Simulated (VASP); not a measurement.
# Li2CaSc2 (P4/mmm) in VASP: further runs

Li2CaSc2 is run at these levels: PBE; tasks: single point, relaxation of cell and atoms.

Program: VASP 6.6.1. These are calculated values, not measurements. Logs are shortened: lines on timing, memory, paths and dates and some standing lists are left out, and cuts for length are marked.

### Step 1. The cell of the first run

The structure is tetragonal, space group P4/mmm (No. 123). Conventional cell: a = 3.815 Å, b = 3.815 Å, c = 6.819 Å, α = 90.00°, β = 90.00°, γ = 90.00°. Li (site symmetry 4/mmm) has 4 Li at 2.70 Å and 2 Ca at 3.41 Å and 8 Sc at 3.45 Å within 3.6 Å. Li (site symmetry 4/mmm) has 2 Sc at 2.15 Å and 4 Li at 2.70 Å within 2.9 Å. Within 3.9 Å of Ca (site symmetry 4/mmm) lie 8 Sc at 2.98 Å and 2 Li at 3.41 Å and 4 Ca at 3.81 Å. Sc (site symmetry 4mm) has 1 Li at 2.15 Å and 1 Sc at 2.51 Å within 2.9 Å.

### Step 2. Single point, PBE

INCAR reads:

```
PREC = Accurate ; ENCUT = 520
EDIFF = 1E-6 ; ISMEAR = 0
SIGMA = 0.1 ; LREAL = False
LASPH = True ; NELM = 80
ALGO = Normal ; ISIF = 2
LWAVE = False ; LCHARG = True
GGA = PE ; LELF = True
LVHAR = True ; NBANDS = 27
```

KPOINTS reads:

```
regular mesh
0
Gamma
  4 4 4
```

POSCAR reads:

```
Li2CaSc2
1.0
    3.8146372400      0.0000000000      0.0000000000
    0.0000000000      3.8146372400      0.0000000000
    0.0000000000      0.0000000000      6.8194999100
Li Ca Sc
2 1 2
Direct
    0.5000000000      0.5000000000      0.0000000000
    0.0000000000      0.0000000000      0.0000000000
    0.5000000000      0.5000000000      0.5000000000
    0.0000000000      0.0000000000      0.3159226500
    0.0000000000      0.0000000000      0.6840773500
```

Potentials or basis: VASP PAW PBE potentials, release 64 (Li_sv, Ca_sv, Sc_sv).

The run is started by

```console
> cat potpaw_PBE.64/Li_sv/POTCAR potpaw_PBE.64/Ca_sv/POTCAR potpaw_PBE.64/Sc_sv/POTCAR > POTCAR
> mpirun -np 1 vasp_std > vasp.out
```

OUTCAR:

```text
PREC = Accurate
   ENCUT = 520
   EDIFF = 1E-6
   ISMEAR = 0
   LREAL = False
   LASPH = True
   NELM = 80
   ISIF = 2
   GGA = PE

 ion  position               nearest neighbor table
   1  0.500  0.500  0.000-
   2  0.000  0.000  0.000-   4 2.15   5 2.15
   3  0.500  0.500  0.500-   4 2.98   5 2.98   4 2.98   5 2.98   4 2.98   5 2.98   4 2.98   5 2.98

   4  0.000  0.000  0.316-   2 2.15   5 2.51   3 2.98   3 2.98   3 2.98   3 2.98
   5  0.000  0.000  0.684-   2 2.15   4 2.51   3 2.98   3 2.98   3 2.98   3 2.98

  LATTYP: Found a simple tetragonal cell.
 ALAT       =     3.8146372400
 C/A-ratio  =     1.7877191148

  Lattice vectors:

 A1 = (   3.8146372400,   0.0000000000,   0.0000000000)
 A2 = (   0.0000000000,   3.8146372400,   0.0000000000)
 A3 = (   0.0000000000,   0.0000000000,   6.8194999100)

Analysis of symmetry for initial positions (statically):
=====================================================================
 Subroutine PRICEL returns:
 Original cell was already a primitive cell.

 Routine SETGRP: Setting up the symmetry group for a
 simple tetragonal supercell.

 Subroutine GETGRP returns: Found 16 space group operations
 (whereof 16 operations were pure point group operations)
 out of a pool of 16 trial point group operations.

The static configuration has the point symmetry D_4h.

Analysis of symmetry for dynamics (positions and initial velocities):
=====================================================================
 Subroutine PRICEL returns:
 Original cell was already a primitive cell.

 Routine SETGRP: Setting up the symmetry group for a
 simple tetragonal supercell.

 Subroutine GETGRP returns: Found 16 space group operations
 (whereof 16 operations were pure point group operations)
 out of a pool of 16 trial point group operations.

The dynamic configuration has the point symmetry D_4h.

 Subroutine INISYM returns: Found 16 space group operations
 (whereof 16 operations are pure point group operations),
 and found     1 'primitive' translations

----------------------------------------------------------------------------------------

                                     Primitive cell

  volume of cell :      99.2337

  direct lattice vectors                    reciprocal lattice vectors
     3.814637240  0.000000000  0.000000000     0.262148125  0.000000000  0.000000000
     0.000000000  3.814637240  0.000000000     0.000000000  0.262148125  0.000000000
[... 77 lines left out ...]
   ICHARG =      2    charge: 1-file 2-atom 10-const
   ISPIN  =      1    spin polarized calculation?
   LNONCOLLINEAR =      F non collinear calculations
   LSORBIT =      F    spin-orbit coupling
   LASPH  =      T    aspherical Exc in radial PAW
   ENCUT  =  520.0 eV  38.22 Ry    6.18 a.u.   7.09  7.09 12.68*2*pi/ulx,y,z
   NELM   =     80;   NELMIN=  2; NELMDL= -5     # of ELM steps
   EDIFF  = 0.1E-05   stopping-criterion for ELM
   LREAL  =      F    real-space projection
[... 7 lines left out ...]
   TEBEG  =    0.0;   TEEND  =   0.0 temperature during run
   PSTRESS=    0.0 pullay stress
   NELECT =      38.0000    total number of electrons
   NUPDOWN=      -1.0000    fix difference up-down
   EMIN   =  10.00;   EMAX   =-10.00  energy-range for DOS
   EFERMI =   0.00;   METHOD = LEGACY
   ISMEAR =     0;   SIGMA  =   0.10  broadening in eV -4-tet -1-fermi 0-gaus
   EFERMI_NEDOS =   21; number of points for ismear=-14 and -15
   IALGO  =     38    algorithm
   IMIX   =      4    mixing-type and parameters
     AMIX     =   0.40;   BMIX     =  1.00
     AMIX_MAG =   1.60;   BMIX_MAG =  1.00
  volume/ion in A,a.u.               =      19.85       133.93
  Fermi-wavevector in a.u.,A,eV,Ry     =   1.188821  2.246545 19.229041  1.413295
  Thomas-Fermi vector in A             =   2.324942
   LORBIT       =      0    0 simple, 1 ext, 2 COOP (PROOUT), +10 PAW based schemes
   GGA     = PE    functional components
   LHFCALC =     F    Hartree Fock is set to
   AEXX    =    0.0000 exact exchange contribution
   IVDW    =     0    specifies the selected vdW correction
   LEPSILON=     F    determine dielectric tensor
   LRPA    =     F    only Hartree local field effects (RPA)
 non-spin polarized calculation
 Gauss-broadening in eV      SIGMA  =   0.10
  energy-cutoff  :      520.00
  volume of cell :       99.23
 maximum number of plane-waves:      2696
   NGX = 15   NGY = 15   NGZ = 25

 number of electron      38.0000027 magnetization

 Free energy of the ion-electron system (eV)
  ---------------------------------------------------
  ext. energy  EPLUGINS =         0.00000000
  ---------------------------------------------------
  free energy    TOTEN  =       -13.50755638 eV

  energy without entropy =      -13.45952651  energy(sigma->0) =      -13.48354144

 E-fermi :   3.3788     XC(G=0):  -9.2932

 val. band max:        3.3485845553   @ k =   0.5000   0.0000   0.0000
 cond. band min:       3.3793718501   @ k =   0.2500   0.2500   0.2500
 fundamental gap:      0.0307872948
 Fermi energy:         3.3788138701

 k-point     1 :       0.0000    0.0000    0.0000
  band No.  band energies     occupation
      1     -45.9749      2.00000
      2     -45.7845      2.00000
      3     -44.2220      2.00000
      4     -42.3220      2.00000
      5     -36.7559      2.00000
      6     -25.1342      2.00000
[... 529 lines left out ...]
     26       5.6496      0.00000
     27       5.7479      0.00000

------------------------ aborting loop because EDIFF is reached ----------------------------------------

  FORCE on cell =-STRESS in cart. coord.  units (eV):
  Direction    XX          YY          ZZ          XY          YZ          ZX
  --------------------------------------------------------------------------------------
  -------------------------------------------------------------------------------------
  Total        5.3271376      5.3271376     15.0629990      0.0000000      0.0000000      0.0000000
  in kB       86.0093142     86.0093142    243.1996885      0.0000000      0.0000000      0.0000000
  external PRESSURE =     138.4061056 kB  Pullay stress =       0.0000000 kB

 VOLUME and BASIS-vectors are now :
 -----------------------------------------------------------------------------
  energy-cutoff  :      520.00
  volume of cell :       99.23
      direct lattice vectors                 reciprocal lattice vectors
     3.814637240  0.000000000  0.000000000     0.262148125  0.000000000  0.000000000
     0.000000000  3.814637240  0.000000000     0.000000000  0.262148125  0.000000000
     0.000000000  0.000000000  6.819499910     0.000000000  0.000000000  0.146638319

 POSITION                                       TOTAL-FORCE (eV/Angst)
 -----------------------------------------------------------------------------------
      1.90732      1.90732      0.00000        -0.000000      0.000000      0.000000
      0.00000      0.00000      0.00000        -0.000000      0.000000      0.000000
      1.90732      1.90732      3.40975        -0.000000      0.000000      0.000000
      0.00000      0.00000      2.15443         0.000000      0.000000     -0.939288
      0.00000      0.00000      4.66507        -0.000000      0.000000      0.939288
 -----------------------------------------------------------------------------------
    total drift:                               -0.000000      0.000000      0.000000

  FREE ENERGIE OF THE ION-ELECTRON SYSTEM (eV)
  ---------------------------------------------------
  free  energy   TOTEN  =       -13.5075563805 eV

  energy  without entropy=      -13.4595265073  energy(sigma->0) =      -13.48354144
```

stdout:

```text
POSCAR found type information on POSCAR LiCaSc
 POSCAR found :  3 types and       5 ions
 scaLAPACK will be used
 LDA part: xc-table for (Slater+PW92), standard interpolation
 POSCAR, INCAR and KPOINTS ok, starting setup
 FFT: planning ... GRIDC
 FFT: planning ... GRID_SOFT
 FFT: planning ... GRID
 WAVECAR not read
 entering main loop
```

Run time: 65 s. Hardware: 1 thread of Intel Xeon 6975P-C (Granite Rapids), shared host; peak memory 0.21 GiB.

What came out:

| Quantity | Value |
| --- | --- |
| Free energy | -13.5076 eV |
| Largest force | 0.939 eV/Å |
| Band gap on the k mesh | zero (band 19 reaches 4.22 eV, above the bottom of band 20 at 3.17 eV) |

Forces in eV/Å, atoms in the order of the input:
```
Li   0.000  0.000  0.000
Li   0.000  0.000  0.000
Ca   0.000  0.000  0.000
Sc   0.000  0.000 -0.939
Sc   0.000  0.000  0.939
```

Levels at points of the mesh, in eV from the Fermi level:
```csv
k point,band 16,band 17,band 18,band 19,band 20,band 21,band 22,band 23
"(0.00, 0.00, 0.00)",-1.76,-1.26,-1.03,0.02,0.49,0.49,1.06,1.19
"(0.50, 0.00, 0.00)",-1.98,-1.70,-0.71,-0.03,0.29,0.33,1.14,1.33
"(0.50, 0.50, 0.00)",-1.15,-0.73,-0.65,0.16,0.16,0.61,1.29,1.29
"(0.00, 0.00, 0.50)",-3.23,-1.22,-0.20,0.84,0.87,0.87,0.90,1.15
"(0.50, 0.00, 0.50)",-1.71,-1.66,-1.47,-0.41,0.11,0.18,0.94,1.05
"(0.50, 0.50, 0.50)",-1.00,-0.71,-0.62,-0.21,-0.21,0.41,1.60,1.90
```

Caveat: the k points lie up to 0.41 Å⁻¹ apart; the cutoff is under 1.25 times the usual one of these potentials, so pressure, stress and relaxed cells hold a basis-set (Pulay) error.

### Step 3. Single point, PBE

This run uses another cell than the first one, of 25.32 Å³/atom, 1.276 times its volume.

INCAR reads:

```
SYSTEM = Li2CaSc2
PREC     = Accurate       ! precision mode
ENCUT    = 520            ! plane-wave cutoff, eV
EDIFF    = 1E-7           ! SCF threshold, eV
ISMEAR   = 0              ! smearing method
SIGMA    = 0.1            ! smearing width, eV
LREAL    = .FALSE.        ! projectors in reciprocal space
LASPH    = .TRUE.         ! aspherical terms in the spheres
NELM     = 80             ! most SCF steps
ALGO     = Normal         ! electronic algorithm
ISIF     = 2              ! what is computed and relaxed
LWAVE    = .FALSE.        ! write WAVECAR
LCHARG   = .FALSE.        ! write CHGCAR
GGA      = PE             ! functional
NBANDS   = 27             ! bands
```

KPOINTS reads:

```
regular mesh
0
G
  6 6 2
  0 0 0
```

POSCAR reads:

```
Li2CaSc2
1.0
    3.3602215810      0.0000000000      0.0000000000
    0.0000000000      3.3602215810      0.0000000000
    0.0000000000      0.0000000000     11.2132197003
Li Ca Sc
2 1 2
Direct
    0.5000000000      0.5000000000      0.0000000000
    0.0000000000      0.0000000000      0.0000000000
    0.5000000000      0.5000000000      0.5000000000
    0.0000000000      0.0000000000      0.2522009710
    0.0000000000      0.0000000000      0.7477990290
```

Potentials or basis: VASP PAW PBE potentials, release 64 (Li_sv, Ca_sv, Sc_sv).

The run is started by

```console
> cat potpaw_PBE.64/Li_sv/POTCAR potpaw_PBE.64/Ca_sv/POTCAR potpaw_PBE.64/Sc_sv/POTCAR > POTCAR
> mpirun -np 1 vasp_std > vasp.out
```

It took 90 s on 1 thread of Intel Xeon 6975P-C (Granite Rapids), shared host; peak memory 0.27 GiB.

The run converged. Its results:

* Free energy: -16.2933 eV
* Largest force: 0.036 eV/Å
* Band gap on the k mesh: zero (band 19 reaches 2.41 eV, above the bottom of band 20 at 2.16 eV)

Forces in eV/Å, atoms in the order of the input:
```
Li   0.000  0.000  0.000
Li   0.000  0.000  0.000
Ca   0.000  0.000  0.000
Sc   0.000  0.000 -0.036
Sc   0.000  0.000  0.036
```

Levels at points of the mesh, in eV from the Fermi level:
```csv
k point,band 16,band 17,band 18,band 19,band 20,band 21,band 22,band 23
"(0.00, 0.00, 0.00)",-3.49,-2.76,-0.92,-0.42,-0.06,0.03,0.61,1.75
"(0.50, 0.00, 0.00)",-1.22,-1.21,-1.14,-0.17,-0.04,0.00,0.40,0.67
"(0.50, 0.50, 0.00)",-0.65,-0.51,-0.33,-0.33,0.12,0.12,1.13,1.13
"(0.00, 0.00, 0.50)",-3.90,-2.05,-1.61,-0.26,-0.05,0.02,0.62,1.75
"(0.50, 0.00, 0.50)",-1.24,-1.19,-1.17,-0.14,-0.05,-0.04,0.39,0.75
"(0.50, 0.50, 0.50)",-0.65,-0.51,-0.40,-0.40,0.44,0.44,0.65,0.65
```

Caveat: the cutoff is under 1.25 times the usual one of these potentials, so pressure, stress and relaxed cells hold a basis-set (Pulay) error.

### Step 4. Relaxation of cell and atoms, PBE

INCAR reads:

```
PREC     = Accurate       # precision mode
ENCUT    = 600            # plane-wave cutoff, eV
EDIFF    = 1E-6           # SCF threshold, eV
ISMEAR   = 0              # smearing method
SIGMA    = 0.1            # smearing width, eV
LREAL    = F              # projectors in reciprocal space
LASPH    = T              # aspherical terms in the spheres
NELM     = 100            # most SCF steps
ALGO     = Normal         # electronic algorithm
ISIF     = 3              # what is computed and relaxed
LWAVE    = F              # write WAVECAR
LCHARG   = F              # write CHGCAR
GGA      = PE             # functional
IBRION   = 2              # ionic algorithm
NSW      = 90             # ionic steps
EDIFFG   = -0.04          # ionic threshold
```

KPOINTS reads:

```
Automatic mesh
0
Gamma
  4 4 4
```

POSCAR reads:

```
Li2CaSc2
1.0
    3.8146372400      0.0000000000      0.0000000000
    0.0000000000      3.8146372400      0.0000000000
    0.0000000000      0.0000000000      6.8194999100
Li Ca Sc
2 1 2
Direct
    0.5000000000      0.5000000000      0.0000000000
    0.0000000000      0.0000000000      0.0000000000
    0.5000000000      0.5000000000      0.5000000000
    0.0000000000      0.0000000000      0.3159226500
    0.0000000000      0.0000000000      0.6840773500
```

The run is started by

```console
> cat potpaw_PBE.64/Li_sv/POTCAR potpaw_PBE.64/Ca_sv/POTCAR potpaw_PBE.64/Sc_sv/POTCAR > POTCAR
> mpirun -np 1 vasp_std > vasp.out
```

It took 18 min on 1 thread of Intel Xeon 6975P-C (Granite Rapids), shared host; peak memory 0.24 GiB.

Results (log left out):

```yaml
Free_energy: -15.7942 eV
Relaxed_volume: 24.51 Å³/atom
Relaxed_cell: a = 3.477 Å, b = 3.477 Å, c = 10.134 Å, α = 90.00°, β = 90.00°, γ = 90.00°
Space_group_after_relaxing_to_0.05_Å: P4/mmm (No. 123)
Energy_gained_by_relaxing: 457.2 meV/atom
Ionic_steps: 24
Pressure_after_relaxing: 0.0 GPa
Largest_force_after_relaxing: 0.007 eV/Å
Band_gap_on_the_k_mesh: zero (band 19 reaches 2.65 eV, above the bottom of band 20 at 2.19 eV)
```

Forces in eV/Å, atoms in the order of the input:
```
Li   0.000  0.000  0.000
Li   0.000  0.000  0.000
Ca   0.000  0.000  0.000
Sc   0.000  0.000  0.007
Sc   0.000  0.000 -0.007
```

Stress tensor (GPa, compression positive):
```
-0.13  0.00  0.00
 0.00 -0.13  0.00
 0.00  0.00  0.12
```

The path:
```tsv
step	energy change (eV)	largest force (eV/Å)	pressure (GPa)	volume (Å³)
1	0.0000	0.9402	13.84	99.23
2	-1.6992	0.3521	2.82	125.64
3	-1.8904	0.6730	0.01	138.35
4	-1.9011	0.7404	-0.78	142.93
5	-2.0609	0.3075	-0.64	141.80
6	-2.1167	0.0756	-0.52	140.65
7	-2.1186	0.1523	-0.48	140.38
8	-2.1270	0.1730	-0.15	138.06
9	-2.1314	0.2045	0.37	134.71
10	-2.1376	0.1713	0.33	134.27
11	-2.1507	0.0839	0.27	132.94
12	-2.1619	0.0020	0.31	130.21
13	-2.2165	0.0181	0.58	124.50
14	-2.1084	0.7714	2.24	112.21
15	-2.2353	0.1738	0.77	121.86
16	-2.2399	0.2341	1.00	119.91
17	-2.2483	0.2306	0.90	119.89
18	-2.2645	0.2472	0.61	119.77
19	-2.2402	0.3617	0.08	119.33
20	-2.2650	0.2759	0.48	119.70
21	-2.2700	0.2402	0.41	120.05
22	-2.2807	0.1382	0.22	121.09
23	-2.2848	0.0467	-0.15	123.20
24	-2.2859	0.0075	-0.05	122.56
```

Final structure:
```
Li Ca Sc
1.0
     3.47750    0.00000    0.00000
     0.00000    3.47750    0.00000
     0.00000    0.00000   10.13445
Li Ca Sc
2 1 2
Direct
  0.50000 0.50000 0.00000
  0.00000 0.00000 0.00000
  0.50000 0.50000 0.50000
  0.00000 0.00000 0.26129
  0.00000 0.00000 0.73871
```

Levels at points of the mesh, in eV from the Fermi level:
```
           k point  band 16  band 17  band 18  band 19  band 20  band 21  band 22  band 23
(0.00, 0.00, 0.00)    -3.27    -2.46    -0.67    -0.08    -0.01     0.17     1.40     1.70
(0.50, 0.00, 0.00)    -1.33    -1.27    -1.24    -0.10     0.03     0.21     0.47     0.80
(0.50, 0.50, 0.00)    -0.65    -0.57    -0.57    -0.48     0.04     0.04     0.91     0.91
(0.00, 0.00, 0.50)    -3.73    -1.66    -1.09    -0.10    -0.07     0.15     1.30     1.60
(0.50, 0.00, 0.50)    -1.41    -1.31    -1.28    -0.13     0.07     0.21     0.45     1.26
(0.50, 0.50, 0.50)    -0.67    -0.61    -0.61    -0.47     0.35     0.35     0.46     0.46
```

Caveat: the k points lie up to 0.45 Å⁻¹ apart in the final cell; the cutoff is under 1.25 times the usual one of these potentials, so pressure, stress and relaxed cells hold a basis-set (Pulay) error; the volume moved by over 15 % at a fixed basis, so the end points are rough.

(Continued in part 2 of 2.)
